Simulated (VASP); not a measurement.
Here is a VASP 6.6.1 calculation.

File INCAR:

```
SYSTEM = Si9N8O6
PREC     = Accurate       ! precision mode
ENCUT    = 520            ! plane-wave cutoff, eV
EDIFF    = 1E-6           ! SCF threshold, eV
ISMEAR   = 0              ! smearing method
SIGMA    = 0.1            ! smearing width, eV
LREAL    = Auto         
LASPH    = .TRUE.         ! aspherical terms in the spheres
NELM     = 100            ! most SCF steps
ALGO     = Normal         ! electronic algorithm
ISIF     = 2              ! what is computed and relaxed
LWAVE    = .FALSE.        ! write WAVECAR
LCHARG   = .TRUE.         ! write CHGCAR
GGA      = PE             ! functional
LELF     = .TRUE.         ! ELF
LVHAR    = .TRUE.       
ISYM     = 0            
NBANDS   = 73             ! bands
```

File KPOINTS:

```
regular mesh
0
G
  3 3 3
  0 0 0
```

Contents of POSCAR:

```
Si9N8O6
1.0
    6.8265440323     -0.0949614469     -0.3225950348
   -0.0870249997      6.8824452150     -0.5107498120
   -0.3183598732     -0.5234158450      6.1811738029
Si N O
9 8 6
Direct
    0.7504088884      0.3976863293      0.6825735233
    0.2092715128      0.4919458356      0.7032678481
    0.0556534627      0.0849848886      0.6548712840
    0.5926443924      0.6281924519      0.9372595149
    0.2655668727      0.4778331136      0.2186047973
    0.5080506175      0.7653067758      0.5454063663
    0.4562901336      0.2020283026      0.4754494782
    0.9035089119      0.6407764929      0.3865929270
    0.8747224579      0.9544410627      0.2021059987
    0.1465523585      0.9485151449      0.8724031763
    0.3435929421      0.5594346253      0.9794750783
    0.7691856667      0.7264252709      0.1384238336
    0.9650105268      0.5313606837      0.6339501500
    0.2494675303      0.2381164562      0.6302802608
    0.3126211156      0.6029303876      0.4981044678
    0.9858132459      0.8973115801      0.4512487366
    0.0985370697      0.9236817744      0.0396254709
    0.0245063065      0.4800635673      0.2068929547
    0.4885114487      0.9605780015      0.4287784254
    0.3713935849      0.2648190524      0.2335054347
    0.5628249584      0.8249881697      0.8079792609
    0.8751223109      0.2015285084      0.7637718799
    0.6678369927      0.6051581296      0.4504354372
```

Potentials or basis: VASP PAW PBE potentials, release 64 (Si, N, O).

Launch:

```sh
$ cat potpaw_PBE.64/Si/POTCAR potpaw_PBE.64/N/POTCAR potpaw_PBE.64/O/POTCAR > POTCAR
$ mpirun -np 1 vasp_std > vasp.out
```

Task: Estimate the band gap on the k mesh.

Result: 0.91 eV (least direct gap 1.06 eV).

Task: Predict the largest force.

Result: 0.753 eV/Å.

Task: Predict the pressure.

Result: 0.1 GPa.

Forces in eV/Å, atoms in the order of the input:
```
Si  -0.024  0.027  0.005
Si   0.009  0.001 -0.007
Si   0.076 -0.068 -0.010
Si   0.018 -0.042  0.052
Si   0.046  0.041 -0.031
Si  -0.058 -0.005 -0.061
Si   0.014  0.004  0.042
Si   0.013  0.022 -0.001
Si   0.025 -0.004 -0.004
N    0.224  0.188 -0.690
N    0.006 -0.003  0.006
N   -0.022 -0.013 -0.006
N   -0.018 -0.007 -0.003
N    0.003 -0.001 -0.001
N    0.004  0.002 -0.002
N    0.002  0.002  0.008
N   -0.262 -0.162  0.687
O   -0.039  0.001  0.001
O    0.000 -0.006  0.000
O    0.004 -0.020 -0.021
O   -0.001  0.036  0.030
O   -0.031  0.018  0.015
O    0.012 -0.011 -0.010
```

Caveat: the standard files for N, O and F lose accuracy on very short bonds; the atoms stand as in a frame of molecular dynamics.
